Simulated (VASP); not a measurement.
# NaCl (Fm-3m) in VASP: notebook

The runs below take NaCl through single point, relaxation of cell and atoms, with LDA.

All numbers are computed with VASP 6.6.1; they aren't measurements. Logs are shortened: lines on timing, memory, paths and dates and some standing lists are left out, and cuts for length are marked.

### 1 The cell of the first run

It takes space group Fm-3m (No. 225, cubic). The conventional cell has a = 5.464 Å, b = 5.464 Å, c = 5.464 Å, α = 90.00°, β = 90.00°, γ = 90.00°. Na (site symmetry m-3m) has 6 Cl at 2.73 Å within 3.6 Å. Within 3.6 Å of Cl (site symmetry m-3m) lie 6 Na at 2.73 Å.

### 2 Single point, LDA

The input, INCAR:

```
PREC = Accurate
ENCUT = 520
EDIFF = 1E-6
ISMEAR = -1
SIGMA = 0.1
LREAL = False
LASPH = True
NELM = 100
ALGO = Normal
ISIF = 2
LWAVE = False
LCHARG = False
GGA = CA
NBANDS = 14
```

The input, KPOINTS:

```
regular mesh
0
Gamma
  12 12 12
```

The input, POSCAR:

```
NaCl
1.0
    2.7321942157      2.7321942157      0.0000000000
   -2.7321942157      2.7321942157      0.0000000000
    0.0000000000      2.7321942157      2.7321942157
Na Cl
1 1
Direct
    0.0000000000      0.0000000000      0.0000000000
    0.5000000000      0.5000000000      0.0000000000
```

Potentials or basis: VASP PAW LDA potentials, release 64 (Na_pv, Cl).

Started as:

```bash
cat potpaw_LDA.64/Na_pv/POTCAR potpaw_LDA.64/Cl/POTCAR > POTCAR
mpirun -np 1 vasp_std > vasp.out
```

OUTCAR:

```text
PREC = Accurate
   ENCUT = 520
   EDIFF = 1E-6
   ISMEAR = -1
   LREAL = False
   LASPH = True
   NELM = 100
   ISIF = 2
   GGA = CA

 ion  position               nearest neighbor table
   1  0.000  0.000  0.000-
   2  0.500  0.500  0.000-

  LATTYP: Found a face centered cubic cell.
 ALAT       =     5.4643884314

  Lattice vectors:

 A1 = (   0.0000000000,   2.7321942157,   2.7321942157)
 A2 = (   2.7321942157,   0.0000000000,   2.7321942157)
 A3 = (   2.7321942157,   2.7321942157,   0.0000000000)

Analysis of symmetry for initial positions (statically):
=====================================================================
 Subroutine PRICEL returns:
 Original cell was already a primitive cell.

 Routine SETGRP: Setting up the symmetry group for a
 face centered cubic supercell.

 Subroutine GETGRP returns: Found 48 space group operations
 (whereof 48 operations were pure point group operations)
 out of a pool of 48 trial point group operations.

The static configuration has the point symmetry O_h .

Analysis of symmetry for dynamics (positions and initial velocities):
=====================================================================
 Subroutine PRICEL returns:
 Original cell was already a primitive cell.

 Routine SETGRP: Setting up the symmetry group for a
 face centered cubic supercell.

 Subroutine GETGRP returns: Found 48 space group operations
 (whereof 48 operations were pure point group operations)
 out of a pool of 48 trial point group operations.

The dynamic configuration has the point symmetry O_h .

 Subroutine INISYM returns: Found 48 space group operations
 (whereof 48 operations are pure point group operations),
 and found     1 'primitive' translations

----------------------------------------------------------------------------------------

                                     Primitive cell

  volume of cell :      40.7910

  direct lattice vectors                    reciprocal lattice vectors
     2.732194216  2.732194216  0.000000000     0.183003096  0.183003096 -0.183003096
    -2.732194216  2.732194216  0.000000000    -0.183003096  0.183003096 -0.183003096
     0.000000000  2.732194216  2.732194216     0.000000000  0.000000000  0.366006192

  length of vectors
     3.863906115  3.863906115  3.863906115     0.316970660  0.316970660  0.366006192

  position of ions in fractional coordinates (direct lattice)
     0.000000000  0.000000000  0.000000000
     0.500000000  0.500000000  0.000000000

  ion indices of the primitive-cell ions
[... 79 lines left out ...]
   IBRION =     -1    ionic relax: 0-MD 1-quasi-New 2-CG
   NFREE  =      0    steps in history (QN), initial steepest desc. (CG)
   ISIF   =      2    stress and relaxation
   ISYM   =      2    0-nonsym 1-usesym 2-fastsym
   POTIM  = 0.5000    time-step for ionic-motion
   TEBEG  =    0.0;   TEEND  =   0.0 temperature during run
   PSTRESS=    0.0 pullay stress
   NELECT =      14.0000    total number of electrons
   NUPDOWN=      -1.0000    fix difference up-down
   EMIN   =  10.00;   EMAX   =-10.00  energy-range for DOS
   EFERMI =   0.00;   METHOD = LEGACY
   ISMEAR =    -1;   SIGMA  =   0.10  broadening in eV -4-tet -1-fermi 0-gaus
   EFERMI_NEDOS =   21; number of points for ismear=-14 and -15
   IALGO  =     38    algorithm
   IMIX   =      4    mixing-type and parameters
     AMIX     =   0.40;   BMIX     =  1.00
     AMIX_MAG =   1.60;   BMIX_MAG =  1.00
  volume/ion in A,a.u.               =      20.40       137.64
  Fermi-wavevector in a.u.,A,eV,Ry     =   1.146206  2.166015 17.875168  1.313788
  Thomas-Fermi vector in A             =   2.282891
   LORBIT       =      0    0 simple, 1 ext, 2 COOP (PROOUT), +10 PAW based schemes
   GGA     = CA    functional components
   LHFCALC =     F    Hartree Fock is set to
   AEXX    =    0.0000 exact exchange contribution
   IVDW    =     0    specifies the selected vdW correction
   LEPSILON=     F    determine dielectric tensor
   LRPA    =     F    only Hartree local field effects (RPA)
 non-spin polarized calculation
  energy-cutoff  :      520.00
  volume of cell :       40.79
 maximum number of plane-waves:      1113
 NGX is ok and might be reduce to    30
   NGX = 15   NGY = 15   NGZ = 15

 number of electron      13.9999993 magnetization

 Free energy of the ion-electron system (eV)
  ---------------------------------------------------
  ext. energy  EPLUGINS =         0.00000000
  ---------------------------------------------------
  free energy    TOTEN  =        -7.38919259 eV

  energy without entropy =       -7.38919259  energy(sigma->0) =       -7.38919259

 E-fermi :   1.8339     XC(G=0):  -9.1378

 val. band max:       -0.3578119534   @ k =   0.0000   0.0000   0.0000
 cond. band min:       4.7227668432   @ k =   0.0000   0.0000   0.0000
 fundamental gap:      5.0805787966
 Fermi energy:         1.8338976424

 k-point     1 :       0.0000    0.0000    0.0000
  band No.  band energies     occupation
      1     -20.9860      2.00000
      2     -20.9860      2.00000
      3     -20.9860      2.00000
      4     -13.1816      2.00000
      5      -0.3578      2.00000
      6      -0.3578      2.00000
      7      -0.3578      2.00000
      8       4.7228      0.00000
      9      10.5717      0.00000
     10      10.5717      0.00000
     11      10.5717      0.00000
     12      12.9292      0.00000
     13      12.9292      0.00000
     14      14.4571      0.00000
[... 377 lines left out ...]
      1     -21.0223      2.00000
      2     -20.9930      2.00000
      3     -20.9921      2.00000
      4     -12.7607      2.00000
      5      -2.2554      2.00000
      6      -0.9358      2.00000
      7      -0.7856      2.00000
      8       7.3071      0.00000
      9       9.2930      0.00000
     10       9.8922      0.00000
     11      11.3780      0.00000
     12      13.6355      0.00000
     13      15.4101      0.00000
     14      16.8356      0.00000

 [... further k-points ...]
[... 5 lines left out ...]
  --------------------------------------------------------------------------------------
  -------------------------------------------------------------------------------------
  Total        0.0075258      0.0075258      0.0075258      0.0000000      0.0000000     -0.0000000
  in kB        0.2955953      0.2955953      0.2955953      0.0000000      0.0000000     -0.0000000
  external PRESSURE =       0.2955953 kB  Pullay stress =       0.0000000 kB

 VOLUME and BASIS-vectors are now :
 -----------------------------------------------------------------------------
  energy-cutoff  :      520.00
  volume of cell :       40.79
      direct lattice vectors                 reciprocal lattice vectors
     2.732194216  2.732194216  0.000000000     0.183003096  0.183003096 -0.183003096
    -2.732194216  2.732194216  0.000000000    -0.183003096  0.183003096 -0.183003096
     0.000000000  2.732194216  2.732194216     0.000000000  0.000000000  0.366006192

 POSITION                                       TOTAL-FORCE (eV/Angst)
 -----------------------------------------------------------------------------------
      0.00000      0.00000      0.00000         0.000000     -0.000000      0.000000
      0.00000      2.73219      0.00000        -0.000000      0.000000      0.000000
 -----------------------------------------------------------------------------------
    total drift:                               -0.000000      0.000000      0.000000

  FREE ENERGIE OF THE ION-ELECTRON SYSTEM (eV)
  ---------------------------------------------------
  free  energy   TOTEN  =        -7.3891925870 eV

  energy  without entropy=       -7.3891925869  energy(sigma->0) =       -7.38919259
```

It took 63 s on 1 thread of Intel Xeon 8259CL, shared host; peak memory 0.16 GiB.

Results:

```yaml
Free_energy: -7.3892 eV
Pressure: 0.0 GPa
Band_gap_on_the_k_mesh: 5.08 eV
```

Levels at points of the mesh, in eV from the valence-band top:
| k point | band 4 | band 5 | band 6 | band 7 | band 8 | band 9 | band 10 | band 11 |
| --- | --- | --- | --- | --- | --- | --- | --- | --- |
| (0.00, 0.00, 0.00) | -12.82 | 0.00 | 0.00 | 0.00 | 5.08 | 10.93 | 10.93 | 10.93 |
| (0.50, 0.00, 0.00) | -12.35 | -2.33 | -0.33 | -0.33 | 7.05 | 10.90 | 10.90 | 11.05 |
| (0.50, 0.50, 0.00) | -12.30 | -2.01 | -0.72 | -0.72 | 7.44 | 7.63 | 11.62 | 15.19 |

A k mesh can miss the band edges.

### 3 Relaxation of cell and atoms, LDA

This run uses another cell than the first one, of 22.19 Å³/atom.

The input, INCAR:

```
SYSTEM = NaCl
PREC     = Accurate       ! precision mode
ENCUT    = 600            ! plane-wave cutoff, eV
EDIFF    = 1E-7           ! SCF threshold, eV
ISMEAR   = -1             ! smearing method
SIGMA    = 0.1            ! smearing width, eV
LREAL    = .FALSE.        ! projectors in reciprocal space
LASPH    = .TRUE.         ! aspherical terms in the spheres
NELM     = 100            ! most SCF steps
ALGO     = Normal         ! electronic algorithm
ISIF     = 3              ! what is computed and relaxed
LWAVE    = .FALSE.        ! write WAVECAR
LCHARG   = .FALSE.        ! write CHGCAR
GGA      = CA             ! functional
IBRION   = 2              ! ionic algorithm
NSW      = 100            ! ionic steps
EDIFFG   = -0.002         ! ionic threshold
```

The input, KPOINTS:

```
regular mesh
0
G
  12 12 12
  0 0 0
```

The input, POSCAR:

```
NaCl
1.0
    2.8100000000      2.8100000000      0.0000000000
   -2.8100000000      2.8100000000      0.0000000000
    0.0000000000      2.8100000000      2.8100000000
Na Cl
1 1
Direct
    0.0000000000      0.0000000000      0.0000000000
    0.5000000000      0.5000000000      0.0000000000
```

Potentials or basis: VASP PAW LDA potentials, release 64 (Na_pv, Cl).

Started as:

```bash
cat potpaw_LDA.64/Na_pv/POTCAR potpaw_LDA.64/Cl/POTCAR > POTCAR
mpirun -np 1 vasp_std > vasp.out
```

OUTCAR:

```text
SYSTEM = NaCl
   PREC = Accurate
   ENCUT = 600
   EDIFF = 1E-7
   ISMEAR = -1
   LREAL = .FALSE.
   LASPH = .TRUE.
   NELM = 100
   ISIF = 3
   GGA = CA
   IBRION = 2
   NSW = 100
   EDIFFG = -0.002

 ion  position               nearest neighbor table
   1  0.000  0.000  0.000-
   2  0.500  0.500  0.000-

  LATTYP: Found a face centered cubic cell.
 ALAT       =     5.6200000000

  Lattice vectors:

 A1 = (   0.0000000000,   2.8100000000,   2.8100000000)
 A2 = (   2.8100000000,   0.0000000000,   2.8100000000)
 A3 = (   2.8100000000,   2.8100000000,   0.0000000000)

Analysis of symmetry for initial positions (statically):
=====================================================================
 Subroutine PRICEL returns:
 Original cell was already a primitive cell.
[... 289 lines left out ...]

 val. band max:       -0.3617021146   @ k =   0.0000   0.0000   0.0000
 cond. band min:       4.7170982777   @ k =   0.0000   0.0000   0.0000
 fundamental gap:      5.0788003923
 Fermi energy:         1.7561023229

 k-point     1 :       0.0000    0.0000    0.0000
  band No.  band energies     occupation
      1     -20.9896      2.00000
      2     -20.9896      2.00000
      3     -20.9896      2.00000
      4     -13.1837      2.00000
      5      -0.3617      2.00000
      6      -0.3617      2.00000
      7      -0.3617      2.00000
      8       4.7171      0.00000
      9      10.5674      0.00000
     10      10.5674      0.00000
     11      10.5674      0.00000
[... 309 lines left out ...]
 k-point    24 :      -0.4167    0.1667    0.0000
  band No.  band energies     occupation
      1     -21.0257      2.00000
      2     -20.9966      2.00000
      3     -20.9956      2.00000
      4     -12.7634      2.00000
      5      -2.2576      2.00000
      6      -0.9390      2.00000
      7      -0.7890      2.00000
      8       7.3019      0.00000
      9       9.2872      0.00000
     10       9.8871      0.00000
     11      11.3726      0.00000

 [... further k-points ...]
[... 5 lines left out ...]
  --------------------------------------------------------------------------------------
  -------------------------------------------------------------------------------------
  Total        0.0031897      0.0031897      0.0031897     -0.0000000     -0.0000000     -0.0000000
  in kB        0.1252159      0.1252159      0.1252159     -0.0000000     -0.0000000     -0.0000000
  external PRESSURE =       0.1252159 kB  Pullay stress =       0.0000000 kB
[... 17 lines left out ...]
  FREE ENERGIE OF THE ION-ELECTRON SYSTEM (eV)
  ---------------------------------------------------
  free  energy   TOTEN  =        -7.3897127459 eV

  energy  without entropy=       -7.3897127457  energy(sigma->0) =       -7.38971275

 reached required accuracy - stopping structural energy minimisation
```

OSZICAR:

```text
N       E                     dE             d eps       ncg     rms          rms(c)
DAV:   1     0.100006010628E+03    0.10001E+03   -0.78935E+03  1587   0.139E+03
DAV:   2     0.110749670131E+01   -0.98899E+02   -0.92419E+02  1807   0.298E+02
DAV:   3    -0.738813503160E+01   -0.84956E+01   -0.84443E+01  1887   0.846E+01
DAV:   4    -0.755791072727E+01   -0.16978E+00   -0.16962E+00  1820   0.132E+01
[... 33 lines left out ...]
DAV:   2    -0.738986224231E+01    0.72651E-03   -0.12422E-03  1752   0.366E-01    0.746E-02
DAV:   3    -0.738973113465E+01    0.13111E-03   -0.26346E-04  1797   0.185E-01    0.365E-02
DAV:   4    -0.738971306513E+01    0.18070E-04   -0.89614E-06  2326   0.423E-02    0.259E-03
DAV:   5    -0.738971277238E+01    0.29275E-06   -0.98349E-07  1812   0.105E-02    0.143E-03
DAV:   6    -0.738971274590E+01    0.26485E-07   -0.42689E-08   882   0.344E-03
   4 F= -.73897127E+01 E0= -.73897127E+01  d E =-.264436E-01
```

It took 2.2 min on 1 thread of Intel Xeon 8259CL, shared host; peak memory 0.18 GiB.

What came out:

| Quantity | Value |
| --- | --- |
| Free energy | -7.3897 eV |
| Relaxed volume | 20.41 Å³/atom |
| Relaxed cell | a = 3.865 Å, b = 3.865 Å, c = 3.865 Å, α = 60.00°, β = 60.00°, γ = 90.00° |
| Space group after relaxing (to 0.1 Å) | Fm-3m (No. 225) |
| Energy gained by relaxing | 13.2 meV/atom |
| Ionic steps | 4 |
| Pressure after relaxing | 0.0 GPa |
| Band gap on the k mesh | 5.08 eV |

The path:
| step | energy change (eV) | largest force (eV/Å) | pressure (GPa) | volume (Å³) |
| --- | --- | --- | --- | --- |
| 1 | 0.0000 | 0.0000 | -2.20 | 44.38 |
| 2 | -0.0204 | 0.0000 | -1.15 | 42.45 |
| 3 | -0.0264 | 0.0000 | -0.10 | 40.94 |
| 4 | -0.0264 | 0.0000 | 0.01 | 40.81 |

Final structure:
```
Na Cl
1.0
     2.73268    2.73268    0.00000
    -2.73268    2.73268    0.00000
     0.00000    2.73268    2.73268
Na Cl
1 1
Direct
  0.00000 0.00000 0.00000
  0.50000 0.50000 0.00000
```

A k mesh can miss the band edges. LDA usually gives volumes a few per cent too small.
